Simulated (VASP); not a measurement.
Runs of VASP 6.6.1 on Li2TaO2. The structure is that of space group P4/mmm (No. 123), or close to it. The cells are those of the table. 

```tsv
task	spin	cell	k mesh	cutoff (eV)	gap on the mesh (eV)	pressure (GPa)	moment (μB)	relaxed volume (Å³/atom)	largest force (eV/Å)
relaxation of cell and atoms	off	relaxed from a = 3.592, b = 3.592, c = 4.873 Å, 5 atoms	6 × 6 × 4	600	none	-0.1	-	8.67	0.02
single point	collinear, ferromagnetic start	a = 2.910, b = 2.910, c = 5.111 Å, 5 atoms	6 × 6 × 4	520	none	-	0.00	-	-
single point	off	a = 2.910, b = 2.910, c = 5.105 Å, 5 atoms	12 × 12 × 8	520	none	-	-	-	0.02
relaxation of cell and atoms	off	relaxed from a = 2.910, b = 2.910, c = 5.111 Å, 5 atoms	12 × 12 × 8	600	none	0.0	-	8.64	-
single point	collinear, ferromagnetic start	a = 3.592, b = 3.592, c = 4.873 Å, 5 atoms	6 × 6 × 4	520	none	-	(a)	-	0.26
single point	off	a = 3.592, b = 3.592, c = 4.873 Å, 5 atoms	6 × 6 × 4	520	none	-	-	-	0.26
single point	off	a = 2.910, b = 2.910, c = 5.111 Å, 5 atoms	6 × 6 × 4	520	none	-	-	-	-
```

Alike in all rows: level PBE; potentials or basis VASP PAW PBE potentials, release 64 (Li_sv, Ta_pv, O); smearing gaussian 0.1 eV.

Problem. Estimate the missing entries.

Solution. (a) 0.42.

Caveats: the cutoff is under 1.25 times the usual one of these potentials, so pressure, stress and relaxed cells hold a basis-set (Pulay) error; spin-orbit coupling is left out, which moves the levels of the heavy elements; an odd number of electrons without spin polarisation forces a metal (some runs); a magnetic or distorted state may lie lower (some runs); the volume moved by over 15 % at a fixed basis, so the end points are rough (some runs).

A k mesh can miss the band edges, and the runs leave out spin-orbit coupling on Ta.

A gap of «none» marks levels without a gap at the run's occupations.
